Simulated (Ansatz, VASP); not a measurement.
# One calculation of W, two programs

```xyz
1
Lattice="-1.5777 1.5777 1.5777 1.5777 -1.5777 1.5777 1.5777 1.5777 -1.5777" Properties=species:S:1:pos:R:3 pbc="T T T"
W     0.0000    0.0000    0.0000
```

Alike in both runs: functional PBEsol; k mesh 8 × 8 × 8; occupations gaussian, width 0.1 eV; no spin polarisation.

Ansatz relaxed the structure, and its values are those at the end. VASP's run is a single point on that final structure, the one shown.

|  | VASP | Ansatz |
| --- | --- | --- |
| version | VASP 6.6.1 | Ansatz 0.2.0 |
| potentials or method | VASP PAW PBE potentials, release 64 (W_sv), cutoff 500 eV | scalar-relativistic, plane waves, PAW |
| valence electrons in the cell | 14 | 14 |

|  | VASP | Ansatz | Ansatz less VASP |
| --- | --- | --- | --- |
| gap on the k mesh at the Fermi level (eV) | none | none | - |
| pressure (GPa) | 0.7 | 0.2 | -0.57 |

VASP's potentials were made for PBE, not for PBEsol, and Ansatz warns of the same on its side. A gap of «none» marks a metal or a gap that the smearing closes.

Spin-orbit coupling is off throughout.
